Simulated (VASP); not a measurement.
# Si4Cl (Pm-3m) in VASP: further runs

Si4Cl is run at these levels: PBE; tasks: single point, relaxation of cell and atoms.

Program: VASP 6.6.1. These are calculated values, not measurements. Logs are shortened: lines on timing, memory, paths and dates and some standing lists are left out, and cuts for length are marked.

**1. The cell of the first run**

The structure is cubic, space group Pm-3m (No. 221). Conventional cell: a = 4.497 Å, b = 4.497 Å, c = 4.497 Å, α = 90.00°, β = 90.00°, γ = 90.00°. Within 4.2 Å of Si (site symmetry m-3m) lie 12 Si at 3.18 Å and 8 Cl at 3.89 Å. Within 3.0 Å of Si (site symmetry 4/mmm) lie 2 Cl at 2.25 Å. Cl (site symmetry m-3m) has 6 Si at 2.25 Å within 3.0 Å.

**2. Single point, PBE**

File INCAR:

```
PREC = Accurate
ENCUT = 520
EDIFF = 1E-6
ISMEAR = 0
SIGMA = 0.1
LREAL = F
LASPH = T
NELM = 80
ALGO = Normal
ISIF = 2
LWAVE = F
LCHARG = F
GGA = PE
NBANDS = 20
```

File KPOINTS:

```
regular mesh
0
Gamma
  4 4 4
```

File POSCAR:

```
Si4Cl
1.0
    4.4968647200      0.0000000000      0.0000000000
    0.0000000000      4.4968647200      0.0000000000
    0.0000000000      0.0000000000      4.4968647200
Si Cl
4 1
Direct
    0.0000000000      0.0000000000      0.0000000000
    0.5000000000      0.5000000000      0.0000000000
    0.5000000000      0.0000000000      0.5000000000
    0.0000000000      0.5000000000      0.5000000000
    0.5000000000      0.5000000000      0.5000000000
```

Potentials or basis: VASP PAW PBE potentials, release 64 (Si, Cl).

On the command line:

```console
> cat potpaw_PBE.64/Si/POTCAR potpaw_PBE.64/Cl/POTCAR > POTCAR
> mpirun -np 1 vasp_std > vasp.out
```

OUTCAR:

```text
PREC = Accurate
   ENCUT = 520
   EDIFF = 1E-6
   ISMEAR = 0
   LREAL = F
   LASPH = T
   NELM = 80
   ISIF = 2
   GGA = PE

 ion  position               nearest neighbor table
   1  0.000  0.000  0.000-
   2  0.500  0.500  0.000-   5 2.25   5 2.25
   3  0.500  0.000  0.500-   5 2.25   5 2.25
   4  0.000  0.500  0.500-   5 2.25   5 2.25
   5  0.500  0.500  0.500-   2 2.25   3 2.25   4 2.25   2 2.25   3 2.25   4 2.25

  LATTYP: Found a simple cubic cell.
 ALAT       =     4.4968647200

  Lattice vectors:

 A1 = (   4.4968647200,   0.0000000000,   0.0000000000)
 A2 = (   0.0000000000,   4.4968647200,   0.0000000000)
 A3 = (   0.0000000000,   0.0000000000,   4.4968647200)

Analysis of symmetry for initial positions (statically):
=====================================================================
 Subroutine PRICEL returns:
 Original cell was already a primitive cell.

 Routine SETGRP: Setting up the symmetry group for a
 simple cubic supercell.

 Subroutine GETGRP returns: Found 48 space group operations
 (whereof 48 operations were pure point group operations)
 out of a pool of 48 trial point group operations.

The static configuration has the point symmetry O_h .

Analysis of symmetry for dynamics (positions and initial velocities):
=====================================================================
 Subroutine PRICEL returns:
 Original cell was already a primitive cell.

 Routine SETGRP: Setting up the symmetry group for a
 simple cubic supercell.

 Subroutine GETGRP returns: Found 48 space group operations
 (whereof 48 operations were pure point group operations)
 out of a pool of 48 trial point group operations.

The dynamic configuration has the point symmetry O_h .

 Subroutine INISYM returns: Found 48 space group operations
 (whereof 48 operations are pure point group operations),
 and found     1 'primitive' translations

----------------------------------------------------------------------------------------

                                     Primitive cell

  volume of cell :      90.9347

  direct lattice vectors                    reciprocal lattice vectors
     4.496864720  0.000000000  0.000000000     0.222377159  0.000000000  0.000000000
     0.000000000  4.496864720  0.000000000     0.000000000  0.222377159  0.000000000
[... 69 lines left out ...]
   ICHARG =      2    charge: 1-file 2-atom 10-const
   ISPIN  =      1    spin polarized calculation?
   LNONCOLLINEAR =      F non collinear calculations
   LSORBIT =      F    spin-orbit coupling
   LASPH  =      T    aspherical Exc in radial PAW
   ENCUT  =  520.0 eV  38.22 Ry    6.18 a.u.   8.36  8.36  8.36*2*pi/ulx,y,z
   NELM   =     80;   NELMIN=  2; NELMDL= -5     # of ELM steps
   EDIFF  = 0.1E-05   stopping-criterion for ELM
   LREAL  =      F    real-space projection
[... 7 lines left out ...]
   TEBEG  =    0.0;   TEEND  =   0.0 temperature during run
   PSTRESS=    0.0 pullay stress
   NELECT =      23.0000    total number of electrons
   NUPDOWN=      -1.0000    fix difference up-down
   EMIN   =  10.00;   EMAX   =-10.00  energy-range for DOS
   EFERMI =   0.00;   METHOD = LEGACY
   ISMEAR =     0;   SIGMA  =   0.10  broadening in eV -4-tet -1-fermi 0-gaus
   EFERMI_NEDOS =   21; number of points for ismear=-14 and -15
   IALGO  =     38    algorithm
   IMIX   =      4    mixing-type and parameters
     AMIX     =   0.40;   BMIX     =  1.00
     AMIX_MAG =   1.60;   BMIX_MAG =  1.00
  volume/ion in A,a.u.               =      18.19       122.73
  Fermi-wavevector in a.u.,A,eV,Ry     =   1.035319  1.956470 14.583894  1.071886
  Thomas-Fermi vector in A             =   2.169657
   LORBIT       =      0    0 simple, 1 ext, 2 COOP (PROOUT), +10 PAW based schemes
   GGA     = PE    functional components
   LHFCALC =     F    Hartree Fock is set to
   AEXX    =    0.0000 exact exchange contribution
   IVDW    =     0    specifies the selected vdW correction
   LEPSILON=     F    determine dielectric tensor
   LRPA    =     F    only Hartree local field effects (RPA)
 non-spin polarized calculation
 Gauss-broadening in eV      SIGMA  =   0.10
  energy-cutoff  :      520.00
  volume of cell :       90.93
 maximum number of plane-waves:      2469
 NGX is ok and might be reduce to    36
   NGX = 17   NGY = 17   NGZ = 17

 number of electron      22.9999999 magnetization

 Free energy of the ion-electron system (eV)
  ---------------------------------------------------
  ext. energy  EPLUGINS =         0.00000000
  ---------------------------------------------------
  free energy    TOTEN  =       -16.46757696 eV

  energy without entropy =      -16.46355097  energy(sigma->0) =      -16.46556396

 E-fermi :   7.4034     XC(G=0): -10.2022

 val. band max:        7.3238975859   @ k =   0.2500   0.0000   0.0000
 cond. band min:       7.6122080887   @ k =   0.2500   0.0000   0.0000
 fundamental gap:      0.2883105028
 Fermi energy:         7.4033679521

 k-point     1 :       0.0000    0.0000    0.0000
  band No.  band energies     occupation
      1     -13.3195      2.00000
      2      -2.5317      2.00000
      3      -2.5317      2.00000
      4      -2.5317      2.00000
      5      -2.0525      2.00000
      6       1.2622      2.00000
[... 219 lines left out ...]
     19      12.1926      0.00000
     20      12.1926      0.00000

------------------------ aborting loop because EDIFF is reached ----------------------------------------

  FORCE on cell =-STRESS in cart. coord.  units (eV):
  Direction    XX          YY          ZZ          XY          YZ          ZX
  --------------------------------------------------------------------------------------
  -------------------------------------------------------------------------------------
  Total        4.3709554      4.3709554      4.3709554      0.0000000      0.0000000     -0.0000000
  in kB       77.0118375     77.0118375     77.0118375      0.0000000      0.0000000     -0.0000000
  external PRESSURE =      77.0118375 kB  Pullay stress =       0.0000000 kB

 VOLUME and BASIS-vectors are now :
 -----------------------------------------------------------------------------
  energy-cutoff  :      520.00
  volume of cell :       90.93
      direct lattice vectors                 reciprocal lattice vectors
     4.496864720  0.000000000  0.000000000     0.222377159  0.000000000  0.000000000
     0.000000000  4.496864720  0.000000000     0.000000000  0.222377159  0.000000000
     0.000000000  0.000000000  4.496864720     0.000000000  0.000000000  0.222377159

 POSITION                                       TOTAL-FORCE (eV/Angst)
 -----------------------------------------------------------------------------------
      0.00000      0.00000      0.00000         0.000000      0.000000      0.000000
      2.24843      2.24843      0.00000         0.000000      0.000000      0.000000
      2.24843      0.00000      2.24843         0.000000      0.000000      0.000000
      0.00000      2.24843      2.24843         0.000000      0.000000      0.000000
      2.24843      2.24843      2.24843         0.000000      0.000000      0.000000
 -----------------------------------------------------------------------------------
    total drift:                                0.000000      0.000000      0.000000

  FREE ENERGIE OF THE ION-ELECTRON SYSTEM (eV)
  ---------------------------------------------------
  free  energy   TOTEN  =       -16.4675769564 eV

  energy  without entropy=      -16.4635509675  energy(sigma->0) =      -16.46556396
```

stdout:

```text
POSCAR found type information on POSCAR SiCl
 POSCAR found :  2 types and       5 ions
 scaLAPACK will be used
 LDA part: xc-table for (Slater+PW92), standard interpolation
 POSCAR, INCAR and KPOINTS ok, starting setup
 FFT: planning ... GRIDC
 FFT: planning ... GRID_SOFT
 FFT: planning ... GRID
 WAVECAR not read
 entering main loop
```

It took 7.3 s on 1 thread of AMD EPYC 9R45 (Zen 5), shared host; peak memory 0.17 GiB.

What came out:

```
Free energy : -16.4676 eV
Pressure    : 7.7 GPa
```

Levels at points of the mesh, in eV from the Fermi level:
| k point | band 8 | band 9 | band 10 | band 11 | band 12 | band 13 | band 14 | band 15 |
| --- | --- | --- | --- | --- | --- | --- | --- | --- |
| (0.00, 0.00, 0.00) | -3.16 | -1.65 | -1.65 | -1.65 | 1.56 | 1.56 | 1.56 | 2.53 |
| (0.50, 0.00, 0.00) | -2.43 | -2.43 | -1.33 | -0.65 | 0.41 | 0.65 | 0.65 | 2.28 |
| (0.50, 0.50, 0.00) | -3.48 | -1.41 | -1.27 | -1.27 | -0.16 | -0.13 | -0.13 | 0.69 |
| (0.50, 0.50, 0.50) | -4.99 | -1.91 | -1.91 | -1.91 | 0.83 | 0.83 | 1.55 | 4.24 |

Caveat: an odd number of electrons without spin polarisation forces a metal; a magnetic or distorted state may lie lower.

**3. Single point, PBE**

This run uses another cell than the first one, of 20.75 Å³/atom, 1.141 times its volume.

File INCAR:

```
ALGO     = Normal         # electronic algorithm
EDIFF    = 1E-6           # SCF threshold, eV
ENCUT    = 520            # plane-wave cutoff, eV
GGA      = PE             # functional
ISIF     = 2              # what is computed and relaxed
ISMEAR   = 0              # smearing method
LASPH    = T              # aspherical terms in the spheres
LCHARG   = T              # write CHGCAR
LELF     = T              # ELF
LREAL    = F              # projectors in reciprocal space
LVHAR    = T            
LWAVE    = F              # write WAVECAR
NBANDS   = 20             # bands
NELM     = 60             # most SCF steps
PREC     = Accurate       # precision mode
SIGMA    = 0.1            # smearing width, eV
```

File KPOINTS:

```
k-points
0
Gamma
  4 4 4
```

POSCAR, as its differences from that of step 2:

```diff
@@ -2,5 +2,5 @@
 1.0
-    4.4968647200      0.0000000000      0.0000000000
-    0.0000000000      4.4968647200      0.0000000000
-    0.0000000000      0.0000000000      4.4968647200
+    4.6985600282      0.0000000000      0.0000000000
+    0.0000000000      4.6985600282      0.0000000000
+    0.0000000000      0.0000000000      4.6985600282
 Si Cl
```

Potentials or basis: VASP PAW PBE potentials, release 64 (Si, Cl).

On the command line:

```console
> cat potpaw_PBE.64/Si/POTCAR potpaw_PBE.64/Cl/POTCAR > POTCAR
> mpirun -np 1 vasp_std > vasp.out
```

It took 9 s on 1 thread of AMD EPYC 9R45 (Zen 5), shared host; peak memory 0.16 GiB.

It converged, with:

- Free energy: -16.7572 eV
- Pressure: 0.2 GPa

Levels at points of the mesh, in eV from the Fermi level:
| k point | band 9 | band 10 | band 11 | band 12 | band 13 | band 14 |
| --- | --- | --- | --- | --- | --- | --- |
| (0.00, 0.00, 0.00) | -1.48 | -1.48 | -1.48 | 1.39 | 1.39 | 1.39 |
| (0.50, 0.00, 0.00) | -2.01 | -1.94 | -0.39 | 0.36 | 0.59 | 0.59 |
| (0.50, 0.50, 0.00) | -1.45 | -0.93 | -0.93 | -0.58 | -0.58 | -0.03 |
| (0.50, 0.50, 0.50) | -2.31 | -2.31 | -2.31 | 0.83 | 0.83 | 0.90 |

Caveat: an odd number of electrons without spin polarisation forces a metal; a magnetic or distorted state may lie lower.

**4. Relaxation of cell and atoms, PBE**

File INCAR:

```
SYSTEM = Si4Cl
PREC = Accurate
ENCUT = 600
EDIFF = 1E-6
ISMEAR = 0
SIGMA = 0.1
LREAL = .FALSE.
LASPH = .TRUE.
NELM = 80
ALGO = Normal
ISIF = 3
LWAVE = .FALSE.
LCHARG = .FALSE.
GGA = PE
IBRION = 2
NSW = 90
EDIFFG = -0.04
```

File KPOINTS:

```
regular mesh
0
G
  4 4 4
  0 0 0
```

POSCAR, as its differences from that of step 3:

```diff
@@ -2,5 +2,5 @@
 1.0
-    4.6985600282      0.0000000000      0.0000000000
-    0.0000000000      4.6985600282      0.0000000000
-    0.0000000000      0.0000000000      4.6985600282
+    4.4968647200      0.0000000000      0.0000000000
+    0.0000000000      4.4968647200      0.0000000000
+    0.0000000000      0.0000000000      4.4968647200
 Si Cl
```

Potentials or basis: VASP PAW PBE potentials, release 64 (Si, Cl).

On the command line:

```console
> cat potpaw_PBE.64/Si/POTCAR potpaw_PBE.64/Cl/POTCAR > POTCAR
> mpirun -np 1 vasp_std > vasp.out
```

OUTCAR:

```text
SYSTEM = Si4Cl
   PREC = Accurate
   ENCUT = 600
   EDIFF = 1E-6
   ISMEAR = 0
   LREAL = .FALSE.
   LASPH = .TRUE.
   NELM = 80
   ISIF = 3
   GGA = PE
   IBRION = 2
   NSW = 90
   EDIFFG = -0.04

 ion  position               nearest neighbor table
   1  0.000  0.000  0.000-
   2  0.500  0.500  0.000-   5 2.25   5 2.25
   3  0.500  0.000  0.500-   5 2.25   5 2.25
   4  0.000  0.500  0.500-   5 2.25   5 2.25
   5  0.500  0.500  0.500-   2 2.25   3 2.25   4 2.25   2 2.25   3 2.25   4 2.25

  LATTYP: Found a simple cubic cell.
 ALAT       =     4.4968647200

  Lattice vectors:

 A1 = (   4.4968647200,   0.0000000000,   0.0000000000)
 A2 = (   0.0000000000,   4.4968647200,   0.0000000000)
 A3 = (   0.0000000000,   0.0000000000,   4.4968647200)

Analysis of symmetry for initial positions (statically):
=====================================================================
 Subroutine PRICEL returns:
 Original cell was already a primitive cell.

 Routine SETGRP: Setting up the symmetry group for a
 simple cubic supercell.

 Subroutine GETGRP returns: Found 48 space group operations
 (whereof 48 operations were pure point group operations)
 out of a pool of 48 trial point group operations.

The static configuration has the point symmetry O_h .

Analysis of symmetry for dynamics (positions and initial velocities):
=====================================================================
 Subroutine PRICEL returns:
 Original cell was already a primitive cell.

[... 146 lines left out ...]
  free energy    TOTEN  =       -16.46803058 eV

  energy without entropy =      -16.46400440  energy(sigma->0) =      -16.46601749

 E-fermi :   7.4033     XC(G=0): -10.2022

 val. band max:        7.3237643767   @ k =   0.2500   0.0000   0.0000
 cond. band min:       7.6121637084   @ k =   0.2500   0.0000   0.0000
 fundamental gap:      0.2883993317
 Fermi energy:         7.4032537747

 k-point     1 :       0.0000    0.0000    0.0000
  band No.  band energies     occupation
      1     -13.3192      2.00000
      2      -2.5317      2.00000
      3      -2.5317      2.00000
      4      -2.5317      2.00000
      5      -2.0525      2.00000
      6       1.2623      2.00000
      7       1.2623      2.00000
      8       4.2429      2.00000
      9       5.7526      2.00000
     10       5.7526      2.00000
     11       5.7526      2.00000
     12       8.9677      0.00000
     13       8.9677      0.00000
     14       8.9677      0.00000
[... 238 lines left out ...]
--------------------------------------- Ionic step        3  -------------------------------------------

 number of electron      22.9999993 magnetization

 Free energy of the ion-electron system (eV)
  ---------------------------------------------------
  ext. energy  EPLUGINS =         0.00000000
  ---------------------------------------------------
  free energy    TOTEN  =       -16.75666199 eV

  energy without entropy =      -16.75399362  energy(sigma->0) =      -16.75532780

 E-fermi :   6.0040     XC(G=0):  -9.6628

 val. band max:        5.9711929596   @ k =   0.5000   0.5000   0.0000
 cond. band min:       6.2464529357   @ k =   0.5000   0.2500   0.0000
 fundamental gap:      0.2752599762
 Fermi energy:         6.0039872423

 k-point     1 :       0.0000    0.0000    0.0000
  band No.  band energies     occupation
      1     -13.8296      2.00000
      2      -3.0643      2.00000
      3      -3.0643      2.00000
      4      -3.0643      2.00000
      5      -2.9924      2.00000
      6      -0.1197      2.00000
      7      -0.1197      2.00000
      8       2.0634      2.00000
      9       4.5249      2.00000
     10       4.5249      2.00000
     11       4.5249      2.00000
     12       7.3872      0.00000
     13       7.3872      0.00000
     14       7.3872      0.00000
[... 193 lines left out ...]
  FREE ENERGIE OF THE ION-ELECTRON SYSTEM (eV)
  ---------------------------------------------------
  free  energy   TOTEN  =       -16.7566619879 eV

  energy  without entropy=      -16.7539936182  energy(sigma->0) =      -16.75532780

 reached required accuracy - stopping structural energy minimisation
```

OSZICAR:

```text
N       E                     dE             d eps       ncg     rms          rms(c)
DAV:   1     0.869907397606E+02    0.86991E+02   -0.99739E+03   300   0.139E+03
DAV:   2    -0.957070594754E+01   -0.96561E+02   -0.95292E+02   377   0.208E+02
DAV:   3    -0.164894584802E+02   -0.69188E+01   -0.68466E+01   412   0.545E+01
[... 27 lines left out ...]
DAV:   5    -0.167566650043E+02    0.12769E-03   -0.55694E-04   349   0.137E-01    0.419E-02
DAV:   6    -0.167566670321E+02   -0.20278E-05   -0.76101E-05   328   0.559E-02    0.429E-02
DAV:   7    -0.167566637093E+02    0.33228E-05   -0.89235E-06   349   0.185E-02    0.161E-02
DAV:   8    -0.167566621547E+02    0.15546E-05   -0.34284E-06   277   0.109E-02    0.128E-02
DAV:   9    -0.167566619879E+02    0.16683E-06   -0.17121E-07   185   0.298E-03
   3 F= -.16756662E+02 E0= -.16755328E+02  d E =-.288631E+00
```

CONTCAR:

```text
Si4Cl
   1.00000000000000
     4.7042732772541411   -0.0000000000000000    0.0000000000000000
    -0.0000000000000000    4.7042732772541411   -0.0000000000000000
     0.0000000000000000   -0.0000000000000000    4.7042732772541411
  Si              Cl
     4     1
Direct
     0.0000000000000000    0.0000000000000000    0.0000000000000000
     0.5000000000000000    0.5000000000000000    0.0000000000000000
     0.5000000000000000    0.0000000000000000    0.5000000000000000
     0.0000000000000000    0.5000000000000000    0.5000000000000000
     0.5000000000000000    0.5000000000000000    0.5000000000000000

  0.00000000E+00  0.00000000E+00  0.00000000E+00
  0.00000000E+00  0.00000000E+00  0.00000000E+00
  0.00000000E+00  0.00000000E+00  0.00000000E+00
  0.00000000E+00  0.00000000E+00  0.00000000E+00
  0.00000000E+00  0.00000000E+00  0.00000000E+00
```

It took 18 s on 1 thread of AMD EPYC 9R45 (Zen 5), shared host; peak memory 0.16 GiB.

Results:

| Item | Value |
| --- | --- |
| Free energy | -16.7567 eV |
| Relaxed volume | 20.82 Å³/atom |
| Relaxed cell | a = 4.704 Å, b = 4.704 Å, c = 4.704 Å, α = 90.00°, β = 90.00°, γ = 90.00° |
| Space group after relaxing (to 0.05 Å) | Pm-3m (No. 221) |
| Energy gained by relaxing | 57.7 meV/atom |
| Ionic steps | 3 |
| Pressure after relaxing | 0.0 GPa |

The path:
```tsv
step	energy change (eV)	largest force (eV/Å)	pressure (GPa)	volume (Å³)
1	0.0000	0.0000	7.72	90.93
2	-0.2866	0.0000	0.49	102.96
3	-0.2886	0.0000	0.03	104.11
```

Final structure:
```
CELL_PARAMETERS angstrom
4.70427 0.00000 0.00000
0.00000 4.70427 0.00000
0.00000 0.00000 4.70427
ATOMIC_POSITIONS crystal
Si 0.00000 0.00000 0.00000
Si 0.50000 0.50000 0.00000
Si 0.50000 0.00000 0.50000
Si 0.00000 0.50000 0.50000
Cl 0.50000 0.50000 0.50000
```

Caveat: an odd number of electrons without spin polarisation forces a metal; a magnetic or distorted state may lie lower.

(Continued in part 2 of 2.)
